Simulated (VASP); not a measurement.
Input of a VASP 6.6.1 run:

The input INCAR:

```
SYSTEM = BN
  PREC = Accurate
  ENCUT = 520
  EDIFF = 1E-6
  ISMEAR = 0
  SIGMA = 0.05
  LREAL = .False.
  LASPH = .True.
  NELM = 80
  ALGO = Normal
  ISIF = 2
  LWAVE = .False.
  LCHARG = .False.
  GGA = PE
  NBANDS = 26
```

KPOINTS

```
Automatic mesh
0
Gamma
  6 6 10
  0 0 0
```

POSCAR

```
BN
1.0
    4.4226829661      0.0000000000      0.0000000000
    0.0000000000      4.4226829661      0.0000000000
    0.0000000000      0.0000000000      2.4727000000
B N
4 4
Direct
    0.1742811368      0.8257188632      0.5000000000
    0.3257188632      0.3257188632      0.0000000000
    0.6742811368      0.6742811368      0.0000000000
    0.8257188632      0.1742811368      0.5000000000
    0.8126115048      0.8126115048      0.5000000000
    0.3126115048      0.6873884952      0.0000000000
    0.6873884952      0.3126115048      0.0000000000
    0.1873884952      0.1873884952      0.5000000000
```

Potentials or basis: VASP PAW PBE potentials, release 64 (B, N).

Run with:

```sh
$ cat potpaw_PBE.64/B/POTCAR potpaw_PBE.64/N/POTCAR > POTCAR
$ mpirun -np 1 vasp_std > vasp.out
```

(1) Estimate the largest force.

(2) Estimate the pressure.

(3) What does it give for the band gap on the k mesh?

Answers

(1) 0.257 eV/Å.

(2) 13.1 GPa.

(3) 4.84 eV (least direct gap 6.00 eV).

Caveat: the cell stands under pressure.
